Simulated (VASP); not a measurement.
# CdS (Greenockite) (P6_3mc) in VASP: further runs

CdS (Greenockite) is run at these levels: PBEsol, LDA; tasks: single point.

Everything below comes from runs of VASP 6.6.1. Logs are shortened: lines on timing, memory, paths and dates and some standing lists are left out, and cuts for length are marked.

### 1 The cell of the first run

It takes space group P6_3mc (No. 186, hexagonal). Conventional cell: a = 4.094 Å, b = 4.094 Å, c = 6.646 Å, α = 90.00°, β = 90.00°, γ = 120.00°. Within 3.3 Å of Cd (site symmetry 3m) lie 4 S at 2.49 to 2.51 Å. Within 3.3 Å of S (site symmetry 3m) lie 4 Cd at 2.49 to 2.51 Å.

### 2 Single point, PBEsol (volume scaled by 0.96)

INCAR reads:

```
SYSTEM = CdS
  PREC = Accurate
  ENCUT = 520
  EDIFF = 1E-6
  ISMEAR = -1
  SIGMA = 0.05
  LREAL = .False.
  LASPH = .True.
  NELM = 60
  ALGO = Normal
  ISIF = 2
  LWAVE = .False.
  LCHARG = .True.
  GGA = PS
  LELF = .True.
  LVHAR = .True.
  NBANDS = 26
```

KPOINTS reads:

```
regular mesh
0
Gamma
  7 7 4
  0 0 0
```

POSCAR reads:

```
CdS
1.0
    4.0939120434      0.0000000000      0.0000000000
   -2.0469560217      3.5454318304      0.0000000000
    0.0000000000      0.0000000000      6.6459482979
Cd S
2 2
Direct
    0.6666666667      0.3333333333      0.5000000000
    0.3333333333      0.6666666667      0.0000000000
    0.6666666667      0.3333333333      0.8750000000
    0.3333333333      0.6666666667      0.3750000000
```

Potentials or basis: VASP PAW PBE potentials, release 64 (Cd, S).

Started as:

```bash
> cat potpaw_PBE.64/Cd/POTCAR potpaw_PBE.64/S/POTCAR > POTCAR
> mpirun -np 1 vasp_std > vasp.out
```

OUTCAR:

```text
SYSTEM = CdS
   PREC = Accurate
   ENCUT = 520
   EDIFF = 1E-6
   ISMEAR = -1
   LREAL = .False.
   LASPH = .True.
   NELM = 60
   ISIF = 2
   GGA = PS

 ion  position               nearest neighbor table
   1  0.667  0.333  0.500-   3 2.49   4 2.51   4 2.51   4 2.51
   2  0.333  0.667  0.000-   4 2.49   3 2.51   3 2.51   3 2.51
   3  0.667  0.333  0.875-   1 2.49   2 2.51   2 2.51   2 2.51
   4  0.333  0.667  0.375-   2 2.49   1 2.51   1 2.51   1 2.51

  LATTYP: Found a hexagonal cell.
 ALAT       =     4.0939120434
 C/A-ratio  =     1.6233734940

  Lattice vectors:

 A1 = (   4.0939120434,   0.0000000000,   0.0000000000)
 A2 = (  -2.0469560217,   3.5454318304,   0.0000000000)
 A3 = (   0.0000000000,   0.0000000000,   6.6459482979)

Analysis of symmetry for initial positions (statically):
=====================================================================
 Subroutine PRICEL returns:
 Original cell was already a primitive cell.

 Routine SETGRP: Setting up the symmetry group for a
 hexagonal supercell.

 Subroutine GETGRP returns: Found 12 space group operations
 (whereof  6 operations were pure point group operations)
 out of a pool of 24 trial point group operations.

The static configuration has the point symmetry C_3v.
 The point group associated with its full space group is C_6v.

Analysis of symmetry for dynamics (positions and initial velocities):
=====================================================================
 Subroutine PRICEL returns:
 Original cell was already a primitive cell.

 Routine SETGRP: Setting up the symmetry group for a
 hexagonal supercell.

 Subroutine GETGRP returns: Found 12 space group operations
 (whereof  6 operations were pure point group operations)
 out of a pool of 24 trial point group operations.

The dynamic configuration has the point symmetry C_3v.
 The point group associated with its full space group is C_6v.

 Subroutine INISYM returns: Found 12 space group operations
 (whereof  6 operations are pure point group operations),
 and found     1 'primitive' translations

----------------------------------------------------------------------------------------

                                     Primitive cell

  volume of cell :      96.4639

  direct lattice vectors                    reciprocal lattice vectors
     4.093912043  0.000000000  0.000000000     0.244265140  0.141026545  0.000000000
    -2.046956022  3.545431830  0.000000000     0.000000000  0.282053089  0.000000000
     0.000000000  0.000000000  6.645948298     0.000000000  0.000000000  0.150467617

  length of vectors
     4.093912043  4.093912043  6.645948298     0.282053089  0.282053089  0.150467617

  position of ions in fractional coordinates (direct lattice)
     0.666666667  0.333333333  0.500000000
     0.333333333  0.666666667  0.000000000
     0.666666667  0.333333333  0.875000000
     0.333333333  0.666666667  0.375000000

  ion indices of the primitive-cell ions
   primitive index   ion index
                 1           1
                 2           2
                 3           3
                 4           4

----------------------------------------------------------------------------------------

 KPOINTS: regular mesh

Automatic generation of k-mesh.
 Grid dimensions read from file:
 generate k-points for:    7    7    4

 Generating k-lattice:

  Cartesian coordinates                     Fractional coordinates (reciprocal lattice)
     0.034895020  0.020146649  0.000000000     0.142857143  0.000000000  0.000000000
     0.000000000  0.040293298  0.000000000     0.000000000  0.142857143  0.000000000
     0.000000000  0.000000000  0.037616904     0.000000000  0.000000000  0.250000000

  Length of vectors
     0.040293298  0.040293298  0.037616904

  Shift w.r.t. Gamma in fractional coordinates (k-lattice)
     0.000000000  0.000000000  0.000000000

 Subroutine IBZKPT returns following result:
 ===========================================

 Found     24 irreducible k-points:

 Following reciprocal coordinates:
            Coordinates               Weight
  0.000000  0.000000  0.000000      1.000000
  0.142857  0.000000  0.000000      6.000000
  0.285714 -0.000000  0.000000      6.000000
  0.428571  0.000000  0.000000      6.000000
  0.142857  0.142857  0.000000      6.000000
  0.285714  0.142857  0.000000     12.000000
[... 16 lines left out ...]
  0.428571  0.142857  0.500000      6.000000
  0.285714  0.285714  0.500000      6.000000
   k-points           NKPTS =     24   k-points in BZ     NKDIM =     24   number of bands    NBANDS=     26
   number of dos      NEDOS =    301   number of ions     NIONS =      4
   total plane-waves  NPLWV =  45000
   dimension x,y,z NGX =    30 NGY =   30 NGZ =   50
   dimension x,y,z NGXF=    60 NGYF=   60 NGZF=  100
   ions per type =               2   2
   NGX,Y,Z   is equivalent  to a cutoff of  12.18, 12.18, 12.51 a.u.
   NGXF,Y,Z  is equivalent  to a cutoff of  24.36, 24.36, 25.01 a.u.
 SYSTEM =  CdS
   PREC   = accura    normal or accurate (medium, high low for compatibility)
   ISTART =      0    job   : 0-new  1-cont  2-samecut
   ICHARG =      2    charge: 1-file 2-atom 10-const
   ISPIN  =      1    spin polarized calculation?
   LNONCOLLINEAR =      F non collinear calculations
   LSORBIT =      F    spin-orbit coupling
   LASPH  =      T    aspherical Exc in radial PAW
   ENCUT  =  520.0 eV  38.22 Ry    6.18 a.u.   7.61  7.61 12.36*2*pi/ulx,y,z
   NELM   =     60;   NELMIN=  2; NELMDL= -5     # of ELM steps
   EDIFF  = 0.1E-05   stopping-criterion for ELM
   LREAL  =      F    real-space projection
   EDIFFG = 0.1E-04   stopping-criterion for IOM
   NSW    =      0    number of steps for IOM
   IBRION =     -1    ionic relax: 0-MD 1-quasi-New 2-CG
   NFREE  =      0    steps in history (QN), initial steepest desc. (CG)
   ISIF   =      2    stress and relaxation
   ISYM   =      2    0-nonsym 1-usesym 2-fastsym
   POTIM  = 0.5000    time-step for ionic-motion
   TEBEG  =    0.0;   TEEND  =   0.0 temperature during run
   PSTRESS=    0.0 pullay stress
   NELECT =      36.0000    total number of electrons
   NUPDOWN=      -1.0000    fix difference up-down
   EMIN   =  10.00;   EMAX   =-10.00  energy-range for DOS
   EFERMI =   0.00;   METHOD = LEGACY
   ISMEAR =    -1;   SIGMA  =   0.05  broadening in eV -4-tet -1-fermi 0-gaus
   EFERMI_NEDOS =   21; number of points for ismear=-14 and -15
   IALGO  =     38    algorithm
   IMIX   =      4    mixing-type and parameters
     AMIX     =   0.40;   BMIX     =  1.00
     AMIX_MAG =   1.60;   BMIX_MAG =  1.00
  volume/ion in A,a.u.               =      24.12       162.74
  Fermi-wavevector in a.u.,A,eV,Ry     =   1.178657  2.227339 18.901655  1.389232
  Thomas-Fermi vector in A             =   2.314982
   LORBIT       =      0    0 simple, 1 ext, 2 COOP (PROOUT), +10 PAW based schemes
   GGA     = PS    functional components
   LHFCALC =     F    Hartree Fock is set to
   AEXX    =    0.0000 exact exchange contribution
   IVDW    =     0    specifies the selected vdW correction
   LEPSILON=     F    determine dielectric tensor
   LRPA    =     F    only Hartree local field effects (RPA)
 non-spin polarized calculation
  energy-cutoff  :      520.00
  volume of cell :       96.46
 maximum number of plane-waves:      2641
   NGX = 15   NGY = 15   NGZ = 25

 number of electron      36.0000018 magnetization

 Free energy of the ion-electron system (eV)
  ---------------------------------------------------
  ext. energy  EPLUGINS =         0.00000000
  ---------------------------------------------------
  free energy    TOTEN  =       -13.61301197 eV

  energy without entropy =      -13.61301173  energy(sigma->0) =      -13.61301185

 E-fermi :   2.0613     XC(G=0):  -9.5042

 val. band max:        1.4575289439   @ k =   0.0000   0.0000   0.0000
 cond. band min:       2.6086453587   @ k =   0.0000   0.0000   0.0000
 fundamental gap:      1.1511164148
 Fermi energy:         2.0613064164

 k-point     1 :       0.0000    0.0000    0.0000
  band No.  band energies     occupation
      1     -11.1107      2.00000
      2     -10.6322      2.00000
      3      -6.3718      2.00000
      4      -6.3467      2.00000
      5      -6.3467      2.00000
      6      -6.2509      2.00000
[... 18 lines left out ...]
     25       8.9838      0.00000
     26       9.1543      0.00000

 k-point     2 :       0.1429    0.0000    0.0000
  band No.  band energies     occupation
      1     -11.0332      2.00000
      2     -10.5991      2.00000
      3      -6.3439      2.00000
      4      -6.3163      2.00000
      5      -6.2967      2.00000
      6      -6.2157      2.00000
[... 18 lines left out ...]
     25       8.9625      0.00000
     26       9.4336      0.00000

 k-point     3 :       0.2857   -0.0000    0.0000
  band No.  band energies     occupation
      1     -10.8485      2.00000
      2     -10.5334      2.00000
      3      -6.2876      2.00000
      4      -6.2610      2.00000
      5      -6.1656      2.00000
      6      -6.1053      2.00000
[... 18 lines left out ...]
     25       9.6129      0.00000
     26       9.9436      0.00000

 k-point     4 :       0.4286    0.0000    0.0000
  band No.  band energies     occupation
      1     -10.6791      2.00000
      2     -10.5007      2.00000
      3      -6.2597      2.00000
      4      -6.2333      2.00000
      5      -6.0644      2.00000
      6      -6.0270      2.00000
[... 18 lines left out ...]
     25       9.8245      0.00000
     26      11.2824      0.00000

 k-point     5 :       0.1429    0.1429    0.0000
  band No.  band energies     occupation
      1     -10.9017      2.00000
      2     -10.5501      2.00000
      3      -6.2930      2.00000
      4      -6.2826      2.00000
      5      -6.1921      2.00000
      6      -6.1623      2.00000
[... 18 lines left out ...]
     25       9.4820      0.00000
     26       9.8321      0.00000

 k-point     6 :       0.2857    0.1429    0.0000
  band No.  band energies     occupation
      1     -10.7210      2.00000
      2     -10.5052      2.00000
      3      -6.2655      2.00000
      4      -6.2304      2.00000
      5      -6.0851      2.00000
      6      -6.0616      2.00000
[... 427 lines left out ...]
 k-point    21 :       0.1429    0.1429    0.5000
  band No.  band energies     occupation
      1     -10.7169      2.00000
      2     -10.7169      2.00000
      3      -6.2325      2.00000
      4      -6.2325      2.00000
      5      -6.2104      2.00000
      6      -6.2104      2.00000
[... 18 lines left out ...]
     25       9.2471      0.00000
     26       9.2471      0.00000

 k-point    22 :       0.2857    0.1429    0.5000
  band No.  band energies     occupation
      1     -10.6013      2.00000
      2     -10.6013      2.00000
      3      -6.2063      2.00000
      4      -6.2063      2.00000
      5      -6.1447      2.00000
      6      -6.1447      2.00000
[... 18 lines left out ...]
     25       9.6061      0.00000
     26       9.6061      0.00000

 k-point    23 :       0.4286    0.1429    0.5000
  band No.  band energies     occupation
      1     -10.5503      2.00000
      2     -10.5503      2.00000
      3      -6.2011      2.00000
      4      -6.2011      2.00000
      5      -6.1251      2.00000
      6      -6.1251      2.00000
[... 18 lines left out ...]
     25      10.1710      0.00000
     26      10.1710      0.00000

 k-point    24 :       0.2857    0.2857    0.5000
  band No.  band energies     occupation
      1     -10.5387      2.00000
      2     -10.5387      2.00000
      3      -6.1721      2.00000
      4      -6.1721      2.00000
      5      -6.1303      2.00000
      6      -6.1303      2.00000
[... 18 lines left out ...]
     25      10.0859      0.00000
     26      10.0859      0.00000

------------------------ aborting loop because EDIFF is reached ----------------------------------------

  FORCE on cell =-STRESS in cart. coord.  units (eV):
  Direction    XX          YY          ZZ          XY          YZ          ZX
  --------------------------------------------------------------------------------------
  -------------------------------------------------------------------------------------
  Total        1.0580981      1.0580981      1.5040378      0.0000000     -0.0000000      0.0000000
  in kB       17.5740516     17.5740516     24.9807067      0.0000000     -0.0000000      0.0000000
  external PRESSURE =      20.0429366 kB  Pullay stress =       0.0000000 kB

 VOLUME and BASIS-vectors are now :
 -----------------------------------------------------------------------------
  energy-cutoff  :      520.00
  volume of cell :       96.46
      direct lattice vectors                 reciprocal lattice vectors
     4.093912043  0.000000000  0.000000000     0.244265140  0.141026545  0.000000000
    -2.046956022  3.545431830  0.000000000     0.000000000  0.282053089  0.000000000
     0.000000000  0.000000000  6.645948298     0.000000000  0.000000000  0.150467617

 POSITION                                       TOTAL-FORCE (eV/Angst)
 -----------------------------------------------------------------------------------
      2.04696      1.18181      3.32297        -0.000000      0.000000     -0.074844
     -0.00000      2.36362      0.00000         0.000000     -0.000000     -0.074844
      2.04696      1.18181      5.81520        -0.000000     -0.000000      0.074844
     -0.00000      2.36362      2.49223         0.000000      0.000000      0.074844
 -----------------------------------------------------------------------------------
    total drift:                                0.000000      0.000000      0.000242

  FREE ENERGIE OF THE ION-ELECTRON SYSTEM (eV)
  ---------------------------------------------------
  free  energy   TOTEN  =       -13.6130119659 eV

  energy  without entropy=      -13.6130117335  energy(sigma->0) =      -13.61301185
```

It took 27 s on 1 thread of Intel Xeon 6975P-C (Granite Rapids), shared host; peak memory 0.21 GiB.

What came out:

- Free energy: -13.6130 eV
- Pressure: 2.0 GPa
- Largest force: 0.075 eV/Å
- Band gap on the k mesh: 1.15 eV, direct

Forces on the atoms (eV/Å):
```
Cd   0.000  0.000 -0.075
Cd   0.000  0.000 -0.075
S    0.000  0.000  0.075
S    0.000  0.000  0.075
```

Stress tensor (GPa, compression positive):
```
1.76 0.00 0.00
0.00 1.76 0.00
0.00 0.00 2.50
```

Levels at points of the mesh, in eV from the valence-band top:
| k point | band 15 | band 16 | band 17 | band 18 | band 19 | band 20 | band 21 | band 22 |
| --- | --- | --- | --- | --- | --- | --- | --- | --- |
| (0.00, 0.00, 0.00) | -0.83 | -0.05 | 0.00 | 0.00 | 1.15 | 2.72 | 6.36 | 6.36 |
| (0.00, 0.00, 0.50) | -0.43 | -0.43 | -0.43 | -0.43 | 2.81 | 2.81 | 6.12 | 6.12 |

Caveat: the PAW data sets were made with another functional, which shifts forces and pressure a little.

### 3 Single point, LDA (volume scaled by 0.98)

INCAR reads:

```
PREC = Accurate
ENCUT = 520
EDIFF = 1E-6
ISMEAR = -1
SIGMA = 0.05
LREAL = F
LASPH = T
NELM = 60
ALGO = Normal
ISIF = 2
LWAVE = F
LCHARG = F
NBANDS = 26
```

KPOINTS reads:

```
Automatic mesh
0
Gamma
  7 7 4
```

POSCAR reads:

```
CdS
1.0
    4.1221468118      0.0000000000      0.0000000000
   -2.0610734059      3.5698838571      0.0000000000
    0.0000000000      0.0000000000      6.6917838725
Cd S
2 2
Direct
    0.6666666667      0.3333333333      0.5000000000
    0.3333333333      0.6666666667      0.0000000000
    0.6666666667      0.3333333333      0.8750000000
    0.3333333333      0.6666666667      0.3750000000
```

Potentials or basis: VASP PAW LDA potentials, release 64 (Cd, S).

Started as:

```bash
> cat potpaw_LDA.64/Cd/POTCAR potpaw_LDA.64/S/POTCAR > POTCAR
> mpirun -np 1 vasp_std > vasp.out
```

OUTCAR:

```text
PREC = Accurate
   ENCUT = 520
   EDIFF = 1E-6
   ISMEAR = -1
   LREAL = F
   LASPH = T
   NELM = 60
   ISIF = 2

 ion  position               nearest neighbor table
   1  0.667  0.333  0.500-   3 2.51   4 2.52   4 2.52   4 2.52
   2  0.333  0.667  0.000-   4 2.51   3 2.52   3 2.52   3 2.52
   3  0.667  0.333  0.875-   1 2.51   2 2.52   2 2.52   2 2.52
   4  0.333  0.667  0.375-   2 2.51   1 2.52   1 2.52   1 2.52

  LATTYP: Found a hexagonal cell.
 ALAT       =     4.1221468118
 C/A-ratio  =     1.6233734940

  Lattice vectors:

 A1 = (   4.1221468118,   0.0000000000,   0.0000000000)
 A2 = (  -2.0610734059,   3.5698838571,   0.0000000000)
 A3 = (   0.0000000000,   0.0000000000,   6.6917838725)

Analysis of symmetry for initial positions (statically):
=====================================================================
 Subroutine PRICEL returns:
 Original cell was already a primitive cell.

 Routine SETGRP: Setting up the symmetry group for a
 hexagonal supercell.

[... 167 lines left out ...]
  free energy    TOTEN  =       -14.80644678 eV

  energy without entropy =      -14.80644571  energy(sigma->0) =      -14.80644625

 E-fermi :   1.7144     XC(G=0):  -9.6149

 val. band max:        1.1927634726   @ k =   0.0000   0.0000   0.0000
 cond. band min:       2.1784412146   @ k =   0.0000   0.0000   0.0000
 fundamental gap:      0.9856777420
 Fermi energy:         1.7144238723

 k-point     1 :       0.0000    0.0000    0.0000
  band No.  band energies     occupation
      1     -11.2145      2.00000
      2     -10.7526      2.00000
      3      -6.6051      2.00000
      4      -6.5806      2.00000
      5      -6.5806      2.00000
      6      -6.4906      2.00000
[... 685 lines left out ...]
     25       9.7217      0.00000
     26       9.7217      0.00000

------------------------ aborting loop because EDIFF is reached ----------------------------------------

  FORCE on cell =-STRESS in cart. coord.  units (eV):
  Direction    XX          YY          ZZ          XY          YZ          ZX
  --------------------------------------------------------------------------------------
  -------------------------------------------------------------------------------------
  Total       -1.0706150     -1.0706150     -0.6593271      0.0000000     -0.0000000      0.0000000
  in kB      -17.4190504    -17.4190504    -10.7273398      0.0000000     -0.0000000      0.0000000
  external PRESSURE =     -15.1884802 kB  Pullay stress =       0.0000000 kB

 VOLUME and BASIS-vectors are now :
 -----------------------------------------------------------------------------
  energy-cutoff  :      520.00
  volume of cell :       98.47
      direct lattice vectors                 reciprocal lattice vectors
     4.122146812  0.000000000  0.000000000     0.242592039  0.140060579  0.000000000
    -2.061073406  3.569883857  0.000000000     0.000000000  0.280121158  0.000000000
     0.000000000  0.000000000  6.691783873     0.000000000  0.000000000  0.149436984

 POSITION                                       TOTAL-FORCE (eV/Angst)
 -----------------------------------------------------------------------------------
      2.06107      1.18996      3.34589        -0.000000      0.000000     -0.067126
     -0.00000      2.37992      0.00000         0.000000     -0.000000     -0.067126
      2.06107      1.18996      5.85531         0.000000      0.000000      0.067126
     -0.00000      2.37992      2.50942        -0.000000     -0.000000      0.067126
 -----------------------------------------------------------------------------------
    total drift:                               -0.000000     -0.000000      0.000322

  FREE ENERGIE OF THE ION-ELECTRON SYSTEM (eV)
  ---------------------------------------------------
  free  energy   TOTEN  =       -14.8064467831 eV

  energy  without entropy=      -14.8064457086  energy(sigma->0) =      -14.80644625
```

Wall time 27 s (1 thread of Intel Xeon 6975P-C (Granite Rapids), shared host); peak memory 0.2 GiB.

Results:

```
Free energy            : -14.8064 eV
Pressure               : -1.5 GPa
Largest force          : 0.067 eV/Å
Band gap on the k mesh : 0.99 eV, direct
```

Forces in eV/Å, atoms in the order of the input:
```
Cd   0.000  0.000 -0.067
Cd   0.000  0.000 -0.067
S    0.000  0.000  0.067
S    0.000  0.000  0.067
```

Levels at points of the mesh, in eV from the valence-band top:
```tsv
k point	band 14	band 15	band 16	band 17	band 18	band 19	band 20	band 21	band 22	band 23
(0.00, 0.00, 0.00)	-0.80	-0.80	-0.05	0.00	0.00	0.99	2.59	6.28	6.28	6.62
(0.00, 0.00, 0.50)	-2.58	-0.42	-0.42	-0.42	-0.42	2.67	2.67	6.01	6.01	6.65
```

(Continued in part 2 of 2.)
